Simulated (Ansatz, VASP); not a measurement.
One calculation of Os, two programs

```
Os
1.0
     2.17128    1.25359    1.77284
    -2.17128    1.25359    1.77284
     0.00000   -2.50717    1.77284
Os
2
Direct
  0.25000 0.25000 0.25000
  0.75000 0.75000 0.75000
```

Alike in both runs: functional r2SCAN; k mesh 18 × 18 × 18; occupations gaussian, width 0.1 eV; no spin polarisation.

Ansatz relaxed the structure, and its values are those at the end. VASP's run is a single point on that final structure, the one shown.

|  | VASP | Ansatz |
| --- | --- | --- |
| version | VASP 6.6.1 | Ansatz 0.2.0 |
| potentials or method | VASP PAW PBE potentials, release 64 (Os), cutoff 520 eV | scalar-relativistic, plane waves, PAW |
| valence electrons in the cell | 16 | 32 |

VASP gave:

- gap on the k mesh at the Fermi level (eV): none
- pressure (GPa): 1.2

Q: Which values does Ansatz return?

A: gap on the k mesh at the Fermi level (eV): none; pressure (GPa): 0.0.

VASP's potentials were made for PBE, not for r2SCAN. A gap of «none» marks a metal or a gap that the smearing closes. VASP's potentials hold 16 valence electrons a cell and Ansatz's 32, so a difference there can come from the potentials and not from the codes. Ansatz's warnings: structure snapped to symmetry.

Neither program's run includes spin-orbit coupling.
